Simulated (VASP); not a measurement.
CdTe (CsCl type):

```xyz
2
Lattice="3.3465 0.0000 0.0000 0.0000 3.3465 0.0000 0.0000 0.0000 3.3465" Properties=species:S:1:pos:R:3 pbc="T T T"
Cd    0.0000    0.0000    0.0000
Te    1.6733    1.6733    1.6733
```

- Program: VASP 6.6.1
- Task: relaxation of cell and atoms
- Functional: PBEsol
- Potentials or basis: VASP PAW PBE potentials, release 64 (Cd, Te)
- Cutoff: 600 eV
- k mesh: 13 × 13 × 13
- Occupations: fermi-dirac, width 0.05 eV
- Spin: no spin polarisation

At the start: pressure 36.4 GPa; volume 18.74 Å³/atom.

Problem. Where does the relaxation end?

Solution. Over 19 steps the energy falls by 562.6 meV/atom and the volume is 25.45 Å³/atom (+35.8 %); space group Pm-3m (No. 221, to 0.05 Å).

The path:
| step | energy change (eV) | largest force (eV/Å) | pressure (GPa) | volume (Å³) |
| --- | --- | --- | --- | --- |
| 1 | 0.0000 | 0.0000 | 36.38 | 37.48 |
| 2 | -0.6684 | 0.0000 | -7.70 | 65.62 |
| 3 | -1.1252 | 0.0000 | -0.08 | 50.96 |
| 4 | -1.1251 | 0.0000 | 0.21 | 50.66 |
| 5 | -1.1251 | 0.0000 | 0.24 | 50.66 |
| 6 | -1.1251 | 0.0000 | 0.23 | 50.67 |
| 7 | -1.1251 | 0.0000 | 0.23 | 50.67 |
| 8 | -1.1251 | 0.0000 | 0.23 | 50.67 |
| 9 | -1.1251 | 0.0000 | 0.23 | 50.67 |
| 10 | -1.1251 | 0.0000 | 0.23 | 50.67 |
| 11 | -1.1251 | 0.0000 | 0.23 | 50.67 |
| 12 | -1.1251 | 0.0000 | 0.23 | 50.67 |
| 13 | -1.1251 | 0.0000 | 0.24 | 50.67 |
| 14 | -1.1251 | 0.0000 | 0.24 | 50.67 |
| 15 | -1.1251 | 0.0000 | 0.22 | 50.68 |
| 16 | -1.1251 | 0.0000 | 0.20 | 50.69 |
| 17 | -1.1251 | 0.0000 | 0.16 | 50.72 |
| 18 | -1.1252 | 0.0000 | 0.10 | 50.78 |
| 19 | -1.1252 | 0.0000 | -0.01 | 50.89 |

Final structure:
```
CELL_PARAMETERS angstrom
3.70585 0.00000 0.00000
0.00000 3.70585 0.00000
0.00000 0.00000 3.70585
ATOMIC_POSITIONS crystal
Cd 0.00000 0.00000 0.00000
Te 0.50000 0.50000 0.50000
```

Caveat: the volume moved by over 15 % at a fixed basis, so the end points are rough; the PAW data sets were made with another functional, which shifts forces and pressure a little.
